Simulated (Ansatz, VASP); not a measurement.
PbF2: VASP beside Ansatz

File INCAR:

```
PREC     = Accurate       # precision mode
ENCUT    = 520            # plane-wave cutoff, eV
EDIFF    = 1E-6           # SCF threshold, eV
ISMEAR   = -1             # smearing method
SIGMA    = 0.03           # smearing width, eV
LREAL    = F              # projectors in reciprocal space
LASPH    = T              # aspherical terms in the spheres
NELM     = 100            # most SCF steps
ALGO     = Normal         # electronic algorithm
ISIF     = 2              # what is computed and relaxed
LWAVE    = F              # write WAVECAR
LCHARG   = F              # write CHGCAR
NBANDS   = 21             # bands
```

The input KPOINTS:

```
regular mesh
0
Gamma
  7 7 7
```

The input POSCAR:

```
PbF2
1.0
    0.0000000000      2.9297119716      2.9297119716
    2.9297119716      0.0000000000      2.9297119716
    2.9297119716      2.9297119716      0.0000000000
Pb F
1 2
Direct
    0.0000000000      0.0000000000      0.0000000000
    0.2500000000      0.2500000000      0.2500000000
    0.7500000000      0.7500000000      0.7500000000
```

Input for Ansatz:

```yaml
crystal:
  lattice:
    - [0.0, 2.9297119716, 2.9297119716]
    - [2.9297119716, 0.0, 2.9297119716]
    - [2.9297119716, 2.9297119716, 0.0]
  atoms:
    - { symbol: Pb, position: [0.0, 0.0, 0.0] }
    - { symbol: F, position: [0.25, 0.25, 0.25] }
    - { symbol: F, position: [0.75, 0.75, 0.75] }
kpoints:
  mp_grid: { grid: [7, 7, 7] }
  band_path:
    path:
      - [0.0, 0.0, 0.0]
      - [0.5, 0.0, 0.5]
      - [0.625, 0.25, 0.625]
      - [0.375, 0.375, 0.75]
      - [0.0, 0.0, 0.0]
      - [0.5, 0.5, 0.5]
      - [0.5, 0.25, 0.75]
      - [0.5, 0.0, 0.5]
    npoints: 5
scf:
  occupations: { method: fermi_dirac, width: 0.03 }
hamiltonian:
  xc: lda
  pseudopotentials: { kind: all_electron, lapw: { basis_error: 0.0005 } }
output:
  forces: true
  stress: true
  eigenvalues: true
```

Change from the starting cell: volume scaled by 0.96.

Alike in both runs: task single point; functional LDA; k mesh 7 × 7 × 7; occupations fermi-dirac, width 0.03 eV; no spin polarisation.

```csv
,VASP,Ansatz
version,VASP 6.6.1,Ansatz 0.2.0
potentials or method,"VASP PAW LDA potentials, release 64 (Pb_d, F), cutoff 520 eV","all-electron LAPW, scalar-relativistic"
```

Ansatz gave:

* gap on the k mesh at the Fermi level (eV): 4.27
* pressure (GPa): -2.0

Problem. What did VASP give for the same quantities?

Solution. gap on the k mesh at the Fermi level (eV): 4.24; pressure (GPa): -2.0.

LDA's correlation is that of Perdew and Zunger in VASP and of Perdew and Wang (1992) in Ansatz. Ansatz ran all-electron here, and VASP with PAW potentials.

Neither program's run includes spin-orbit coupling.
